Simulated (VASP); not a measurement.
## BeS: single point with HSE06

Crystal: BeS.

```
Be S
1.0
     0.00000    2.48299    2.39579
     2.48299    0.00000    2.39579
     2.48299    2.48299    0.00000
Be S
1 1
Direct
  0.00000 0.00000 0.00000
  0.25000 0.25000 0.25000
```

This cell differs from its parent crystal: epitaxial xy strain +2.0%.

```json
{
 "Program": "VASP 6.6.1",
 "Task": "single point",
 "Functional": "HSE06",
 "Potentials or basis": "VASP PAW PBE potentials, release 64 (Be, S)",
 "Cutoff": "520 eV",
 "k mesh": "6 × 6 × 6",
 "Occupations": "gaussian, width 0.01 eV",
 "Spin": "no spin polarisation",
 "Dipole correction": "no",
 "Grid for exact exchange (PRECFOCK)": "Normal",
 "Further INCAR settings": "ALGO = Normal; EDIFF = 1e-06; NBANDS = 11",
 "Share of exact exchange": "0.25",
 "Screening parameter": "0.2079 1/Å"
}
```

```yaml
Pressure: -3.2 GPa
Band_gap_on_the_k_mesh: 3.83 eV (least direct gap 6.63 eV)
```

Stress tensor (GPa, compression positive):
```
-4.35  0.00  0.00
 0.00 -4.35  0.00
 0.00  0.00 -0.95
```

Levels at points of the mesh, in eV from the valence-band top:
| k point | band 1 | band 2 | band 3 | band 4 | band 5 | band 6 | band 7 | band 8 |
| --- | --- | --- | --- | --- | --- | --- | --- | --- |
| (0.00, 0.00, 0.00) | -14.95 | -0.18 | -0.18 | 0.00 | 6.63 | 6.74 | 6.78 | 6.78 |
| (0.50, 0.00, 0.00) | -13.28 | -6.23 | -1.35 | -1.03 | 6.28 | 7.49 | 7.90 | 12.27 |
| (0.50, 0.50, 0.00) | -12.60 | -5.30 | -3.06 | -3.06 | 3.83 | 5.64 | 14.10 | 14.10 |
| (0.50, 0.00, 0.50) | -12.76 | -5.55 | -2.80 | -2.73 | 4.10 | 5.99 | 13.97 | 14.09 |

Run time: 29 min on 1 thread of AMD EPYC 7R43 64-Core Processor (Zen 3), with other jobs on the host, peak memory 0.22 GiB.

Caveat: the cell differs from its parent crystal (epitaxial xy strain +2.0%); the cell stands under tension; the PAW data sets were made with another functional, which shifts forces and pressure a little. A k mesh can miss the band edges.
